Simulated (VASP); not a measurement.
# MgO (Fm-3m) in VASP: a series of runs

MgO is run at these levels: PBE; tasks: single point, relaxation of cell and atoms.

All numbers are computed with VASP 6.6.1; they aren't measurements. Logs are shortened: lines on timing, memory, paths and dates and some standing lists are left out, and cuts for length are marked.

**What was measured.**

“Electronic structure of alkaline earth and post-transition metal oxides”, 2009, arxiv:0908.1581 quotes, for a bulk crystal of MgO: band gap 7.83 eV.

How close the calculation comes is told below.

### 1 The cell of the first run

Symmetry: Fm-3m, No. 225, cubic system. Conventional cell: a = 4.254 Å, b = 4.254 Å, c = 4.254 Å, α = 90.00°, β = 90.00°, γ = 90.00°. Within 2.8 Å of Mg (site symmetry m-3m) lie 6 O at 2.13 Å. Within 2.8 Å of O (site symmetry m-3m) lie 6 Mg at 2.13 Å.

### 2 Single point, PBE

Contents of INCAR:

```
SYSTEM = MgO
ALGO = Normal
EDIFF = 1E-7
ENCUT = 520
GGA = PE
ISIF = 2
ISMEAR = 0
LASPH = .TRUE.
LCHARG = .FALSE.
LREAL = .FALSE.
LWAVE = .FALSE.
NBANDS = 11
NELM = 60
PREC = Accurate
SIGMA = 0.01
```

Contents of KPOINTS:

```
k-points
0
G
  11 11 11
  0 0 0
```

Contents of POSCAR:

```
MgO
1.0
    0.0000000000      2.1268516004      2.1268516004
    2.1268516004      0.0000000000      2.1268516004
    2.1268516004      2.1268516004      0.0000000000
Mg O
1 1
Direct
    0.0000000000      0.0000000000      0.0000000000
    0.5000000000      0.5000000000      0.5000000000
```

Potentials or basis: VASP PAW PBE potentials, release 64 (Mg, O).

Started as:

```sh
$ cat potpaw_PBE.64/Mg/POTCAR potpaw_PBE.64/O/POTCAR > POTCAR
$ mpirun -np 1 vasp_std > vasp.out
```

OUTCAR:

```text
SYSTEM = MgO
   EDIFF = 1E-7
   ENCUT = 520
   GGA = PE
   ISIF = 2
   ISMEAR = 0
   LASPH = .TRUE.
   LREAL = .FALSE.
   NELM = 60
   PREC = Accurate

 ion  position               nearest neighbor table
   1  0.000  0.000  0.000-   2 2.13   2 2.13   2 2.13   2 2.13   2 2.13   2 2.13
   2  0.500  0.500  0.500-   1 2.13   1 2.13   1 2.13   1 2.13   1 2.13   1 2.13

  LATTYP: Found a face centered cubic cell.
 ALAT       =     4.2537032008

  Lattice vectors:

 A1 = (   0.0000000000,   2.1268516004,   2.1268516004)
 A2 = (   2.1268516004,   0.0000000000,   2.1268516004)
 A3 = (   2.1268516004,   2.1268516004,   0.0000000000)

Analysis of symmetry for initial positions (statically):
=====================================================================
 Subroutine PRICEL returns:
 Original cell was already a primitive cell.

 Routine SETGRP: Setting up the symmetry group for a
 face centered cubic supercell.

 Subroutine GETGRP returns: Found 48 space group operations
 (whereof 48 operations were pure point group operations)
 out of a pool of 48 trial point group operations.

The static configuration has the point symmetry O_h .

Analysis of symmetry for dynamics (positions and initial velocities):
=====================================================================
 Subroutine PRICEL returns:
 Original cell was already a primitive cell.

 Routine SETGRP: Setting up the symmetry group for a
 face centered cubic supercell.

 Subroutine GETGRP returns: Found 48 space group operations
 (whereof 48 operations were pure point group operations)
 out of a pool of 48 trial point group operations.

The dynamic configuration has the point symmetry O_h .

 Subroutine INISYM returns: Found 48 space group operations
 (whereof 48 operations are pure point group operations),
 and found     1 'primitive' translations

----------------------------------------------------------------------------------------

                                     Primitive cell

  volume of cell :      19.2416

  direct lattice vectors                    reciprocal lattice vectors
     0.000000000  2.126851600  2.126851600    -0.235089275  0.235089275  0.235089275
     2.126851600  0.000000000  2.126851600     0.235089275 -0.235089275  0.235089275
     2.126851600  2.126851600  0.000000000     0.235089275  0.235089275 -0.235089275

  length of vectors
     3.007822378  3.007822378  3.007822378     0.407186568  0.407186568  0.407186568

  position of ions in fractional coordinates (direct lattice)
     0.000000000  0.000000000  0.000000000
     0.500000000  0.500000000  0.500000000

  ion indices of the primitive-cell ions
   primitive index   ion index
                 1           1
                 2           2

----------------------------------------------------------------------------------------

 KPOINTS: k-points

Automatic generation of k-mesh.
 Grid dimensions read from file:
 generate k-points for:   11   11   11

 Generating k-lattice:

  Cartesian coordinates                     Fractional coordinates (reciprocal lattice)
    -0.021371752  0.021371752  0.021371752     0.090909091  0.000000000  0.000000000
     0.021371752 -0.021371752  0.021371752     0.000000000  0.090909091  0.000000000
     0.021371752  0.021371752 -0.021371752     0.000000000  0.000000000  0.090909091

  Length of vectors
     0.037016961  0.037016961  0.037016961

  Shift w.r.t. Gamma in fractional coordinates (k-lattice)
     0.000000000  0.000000000  0.000000000

 Subroutine IBZKPT returns following result:
 ===========================================

 Found     56 irreducible k-points:

 Following reciprocal coordinates:
            Coordinates               Weight
  0.000000  0.000000  0.000000      1.000000
  0.090909  0.000000  0.000000      8.000000
  0.181818  0.000000  0.000000      8.000000
  0.272727  0.000000  0.000000      8.000000
  0.363636  0.000000  0.000000      8.000000
  0.454545  0.000000  0.000000      8.000000
[... 16 lines left out ...]
 -0.272727  0.181818  0.000000     24.000000
 -0.181818  0.181818  0.000000     12.000000
 [... further k-points ...]
   k-points           NKPTS =     56   k-points in BZ     NKDIM =     56   number of bands    NBANDS=     11
   number of dos      NEDOS =    301   number of ions     NIONS =      2
   total plane-waves  NPLWV =  13824
   dimension x,y,z NGX =    24 NGY =   24 NGZ =   24
   dimension x,y,z NGXF=    48 NGYF=   48 NGZF=   48
   ions per type =               1   1
   NGX,Y,Z   is equivalent  to a cutoff of  13.27, 13.27, 13.27 a.u.
   NGXF,Y,Z  is equivalent  to a cutoff of  26.53, 26.53, 26.53 a.u.
 SYSTEM =  MgO
   PREC   = accura    normal or accurate (medium, high low for compatibility)
   ISTART =      0    job   : 0-new  1-cont  2-samecut
   ICHARG =      2    charge: 1-file 2-atom 10-const
   ISPIN  =      1    spin polarized calculation?
   LNONCOLLINEAR =      F non collinear calculations
   LSORBIT =      F    spin-orbit coupling
   LASPH  =      T    aspherical Exc in radial PAW
   ENCUT  =  520.0 eV  38.22 Ry    6.18 a.u.   5.59  5.59  5.59*2*pi/ulx,y,z
   NELM   =     60;   NELMIN=  2; NELMDL= -5     # of ELM steps
   EDIFF  = 0.1E-06   stopping-criterion for ELM
   LREAL  =      F    real-space projection
   EDIFFG = 0.1E-05   stopping-criterion for IOM
   NSW    =      0    number of steps for IOM
   IBRION =     -1    ionic relax: 0-MD 1-quasi-New 2-CG
   NFREE  =      0    steps in history (QN), initial steepest desc. (CG)
   ISIF   =      2    stress and relaxation
   ISYM   =      2    0-nonsym 1-usesym 2-fastsym
   POTIM  = 0.5000    time-step for ionic-motion
   TEBEG  =    0.0;   TEEND  =   0.0 temperature during run
   PSTRESS=    0.0 pullay stress
   NELECT =       8.0000    total number of electrons
   NUPDOWN=      -1.0000    fix difference up-down
   EMIN   =  10.00;   EMAX   =-10.00  energy-range for DOS
   EFERMI =   0.00;   METHOD = LEGACY
   ISMEAR =     0;   SIGMA  =   0.01  broadening in eV -4-tet -1-fermi 0-gaus
   EFERMI_NEDOS =   21; number of points for ismear=-14 and -15
   IALGO  =     38    algorithm
   IMIX   =      4    mixing-type and parameters
     AMIX     =   0.40;   BMIX     =  1.00
     AMIX_MAG =   1.60;   BMIX_MAG =  1.00
  volume/ion in A,a.u.               =       9.62        64.92
  Fermi-wavevector in a.u.,A,eV,Ry     =   1.221868  2.308996 20.312975  1.492962
  Thomas-Fermi vector in A             =   2.357035
   LORBIT       =      0    0 simple, 1 ext, 2 COOP (PROOUT), +10 PAW based schemes
   GGA     = PE    functional components
   LHFCALC =     F    Hartree Fock is set to
   AEXX    =    0.0000 exact exchange contribution
   IVDW    =     0    specifies the selected vdW correction
   LEPSILON=     F    determine dielectric tensor
   LRPA    =     F    only Hartree local field effects (RPA)
 non-spin polarized calculation
 Gauss-broadening in eV      SIGMA  =   0.01
  energy-cutoff  :      520.00
  volume of cell :       19.24
 maximum number of plane-waves:       532
   NGX = 11   NGY = 11   NGZ = 11

 number of electron       8.0000004 magnetization

 Free energy of the ion-electron system (eV)
  ---------------------------------------------------
  ext. energy  EPLUGINS =         0.00000000
  ---------------------------------------------------
  free energy    TOTEN  =       -11.91171094 eV

  energy without entropy =      -11.91171094  energy(sigma->0) =      -11.91171094

 E-fermi :   3.1205     XC(G=0): -10.9397

 val. band max:        2.9688440234   @ k =   0.0000   0.0000   0.0000
 cond. band min:       7.4134749179   @ k =   0.0000   0.0000   0.0000
 fundamental gap:      4.4446308945
 Fermi energy:         3.1205417175

 k-point     1 :       0.0000    0.0000    0.0000
  band No.  band energies     occupation
      1     -14.1459      2.00000
      2       2.9688      2.00000
      3       2.9688      2.00000
      4       2.9688      2.00000
      5       7.4135      0.00000
      6      18.6011      0.00000
      7      18.6011      0.00000
      8      18.6011      0.00000
      9      22.4409      0.00000
     10      24.1811      0.00000
     11      24.1811      0.00000

 k-point     2 :       0.0909    0.0000    0.0000
  band No.  band energies     occupation
      1     -14.0627      2.00000
      2       2.4221      2.00000
      3       2.9155      2.00000
      4       2.9155      2.00000
      5       7.9489      0.00000
      6      17.5178      0.00000
      7      18.7928      0.00000
      8      18.7928      0.00000
      9      23.5036      0.00000
     10      23.5036      0.00000
     11      23.8447      0.00000

 k-point     3 :       0.1818    0.0000    0.0000
  band No.  band energies     occupation
      1     -13.8304      2.00000
      2       1.2773      2.00000
      3       2.7762      2.00000
      4       2.7762      2.00000
      5       9.0264      0.00000
      6      16.0678      0.00000
      7      19.2065      0.00000
      8      19.2065      0.00000
      9      22.7674      0.00000
     10      22.7674      0.00000
     11      24.8153      0.00000

 k-point     4 :       0.2727    0.0000    0.0000
  band No.  band energies     occupation
      1     -13.5033      2.00000
      2       0.0774      2.00000
      3       2.6015      2.00000
      4       2.6015      2.00000
      5       9.9985      0.00000
      6      15.2104      0.00000
      7      19.3737      0.00000
      8      19.3737      0.00000
      9      22.9196      0.00000
     10      22.9196      0.00000
     11      24.3238      0.00000

 k-point     5 :       0.3636    0.0000    0.0000
  band No.  band energies     occupation
      1     -13.1748      2.00000
      2      -0.8971      2.00000
      3       2.4480      2.00000
      4       2.4480      2.00000
      5      10.5231      0.00000
      6      15.0500      0.00000
      7      19.1846      0.00000
      8      19.1846      0.00000
      9      23.7670      0.00000
     10      23.9300      0.00000
     11      23.9300      0.00000
[... 211 lines left out ...]
 k-point    21 :      -0.4545    0.1818    0.0000
  band No.  band energies     occupation
      1     -12.8306      2.00000
      2      -1.0854      2.00000
      3       1.3703      2.00000
      4       2.1558      2.00000
      5      11.9621      0.00000
      6      14.9549      0.00000
      7      16.6167      0.00000
      8      19.6755      0.00000
      9      22.6547      0.00000
     10      25.7198      0.00000
     11      27.1521      0.00000

 k-point    22 :      -0.3636    0.1818    0.0000
  band No.  band energies     occupation
      1     -12.8942      2.00000
      2      -0.9277      2.00000
      3       1.3000      2.00000
      4       2.2669      2.00000
      5      11.9591      0.00000
      6      14.9015      0.00000
      7      16.7398      0.00000
      8      19.7176      0.00000
      9      23.4386      0.00000
     10      24.1091      0.00000
     11      27.0629      0.00000

 k-point    23 :      -0.2727    0.1818    0.0000
  band No.  band energies     occupation
      1     -13.1149      2.00000
      2      -0.4482      2.00000
      3       1.4716      2.00000
      4       2.4375      2.00000
      5      11.5980      0.00000
      6      14.6680      0.00000
      7      17.2884      0.00000
      8      20.0153      0.00000
      9      22.2833      0.00000
     10      23.9713      0.00000
     11      27.1718      0.00000

 k-point    24 :      -0.1818    0.1818    0.0000
  band No.  band energies     occupation
      1     -13.4050      2.00000
      2       0.1729      2.00000
      3       1.8960      2.00000
      4       2.6174      2.00000
      5      10.7191      0.00000
      6      14.8626      0.00000
      7      18.1179      0.00000
      8      20.5978      0.00000
      9      20.7708      0.00000
     10      23.8926      0.00000
     11      26.9898      0.00000

 [... further k-points ...]
[... 5 lines left out ...]
  --------------------------------------------------------------------------------------
  -------------------------------------------------------------------------------------
  Total       -0.0867609     -0.0867609     -0.0867609     -0.0000000      0.0000000     -0.0000000
  in kB       -7.2242524     -7.2242524     -7.2242524     -0.0000000      0.0000000     -0.0000000
  external PRESSURE =      -7.2242524 kB  Pullay stress =       0.0000000 kB

 VOLUME and BASIS-vectors are now :
 -----------------------------------------------------------------------------
  energy-cutoff  :      520.00
  volume of cell :       19.24
      direct lattice vectors                 reciprocal lattice vectors
     0.000000000  2.126851600  2.126851600    -0.235089275  0.235089275  0.235089275
     2.126851600  0.000000000  2.126851600     0.235089275 -0.235089275  0.235089275
     2.126851600  2.126851600  0.000000000     0.235089275  0.235089275 -0.235089275

 POSITION                                       TOTAL-FORCE (eV/Angst)
 -----------------------------------------------------------------------------------
      0.00000      0.00000      0.00000        -0.000000     -0.000000      0.000000
      2.12685      2.12685      2.12685         0.000000      0.000000     -0.000000
 -----------------------------------------------------------------------------------
    total drift:                               -0.000000     -0.000000      0.000000

  FREE ENERGIE OF THE ION-ELECTRON SYSTEM (eV)
  ---------------------------------------------------
  free  energy   TOTEN  =       -11.9117109395 eV

  energy  without entropy=      -11.9117109395  energy(sigma->0) =      -11.91171094
```

It took 13 s on 1 thread of Intel Xeon 8259CL, shared host; peak memory 0.14 GiB.

What came out:

* Free energy: -11.9117 eV
* Pressure: -0.7 GPa
* Band gap on the k mesh: 4.44 eV

### 3 Relaxation of cell and atoms, PBE

This run uses another cell than the first one, of 9.37 Å³/atom.

Contents of INCAR:

```
SYSTEM = MgO
ALGO = Normal ; EDIFF = 1E-7
EDIFFG = -0.01 ; ENCUT = 600
GGA = PE ; IBRION = 2
ISIF = 3 ; ISMEAR = 0
LASPH = .True. ; LCHARG = .False.
LREAL = .False. ; LWAVE = .False.
NELM = 60 ; NSW = 80
PREC = Accurate ; SIGMA = 0.01
```

Contents of KPOINTS:

```
k-points
0
Gamma
  11 11 11
  0 0 0
```

Contents of POSCAR:

```
MgO
1.0
    0.0000000000      2.1085000000      2.1085000000
    2.1085000000      0.0000000000      2.1085000000
    2.1085000000      2.1085000000      0.0000000000
Mg O
1 1
Direct
    0.0000000000      0.0000000000      0.0000000000
    0.5000000000      0.5000000000      0.5000000000
```

Potentials or basis: VASP PAW PBE potentials, release 64 (Mg, O).

Started as:

```sh
$ cat potpaw_PBE.64/Mg/POTCAR potpaw_PBE.64/O/POTCAR > POTCAR
$ mpirun -np 1 vasp_std > vasp.out
```

Wall time 24 s (1 thread of Intel Xeon 8259CL, shared host); peak memory 0.15 GiB.

The run converged. Its results:

```
Free energy                           : -11.9141 eV
Relaxed volume                        : 9.56 Å³/atom
Relaxed cell                          : a = 3.002 Å, b = 3.002 Å, c = 3.002 Å, α = 60.00°, β = 60.00°, γ = 60.00°
Space group after relaxing (to 0.1 Å) : Fm-3m (No. 225)
Energy gained by relaxing             : 1.8 meV/atom
Ionic steps                           : 3
Pressure after relaxing               : 0.0 GPa
Band gap on the k mesh                : 4.50 eV
```

The path:
```
step  energy change (eV)  largest force (eV/Å)  pressure (GPa)  volume (Å³)
   1              0.0000                0.0000            3.12        18.75
   2             -0.0032                0.0000           -0.97        19.25
   3             -0.0036                0.0000            0.00        19.12
```

Final structure:
```
Mg O
1.0
     0.00000    2.12243    2.12243
     2.12243    0.00000    2.12243
     2.12243    2.12243    0.00000
Mg O
1 1
Direct
  0.00000 0.00000 0.00000
  0.50000 0.50000 0.50000
```

Levels at points of the mesh, in eV from the valence-band top:
| k point | band 1 | band 2 | band 3 | band 4 | band 5 | band 6 | band 7 | band 8 |
| --- | --- | --- | --- | --- | --- | --- | --- | --- |
| (0.00, 0.00, 0.00) | -17.15 | 0.00 | 0.00 | 0.00 | 4.50 | 15.67 | 15.67 | 15.67 |

PBE gaps usually lie below the measured ones, often by a third to a half. PBE usually gives volumes a little too large and moduli too small.

### 4 Comparison with measurements

Step 2. Measured gap of MgO: 7.83 eV (quoted in “Electronic structure of alkaline earth and post-transition metal oxides”, 2009, arxiv:0908.1581). This calculation gives 4.44 eV (-3.39 eV). The value is that of PBE, without temperature or zero-point motion. Semilocal functionals fall short of measured gaps as a rule.
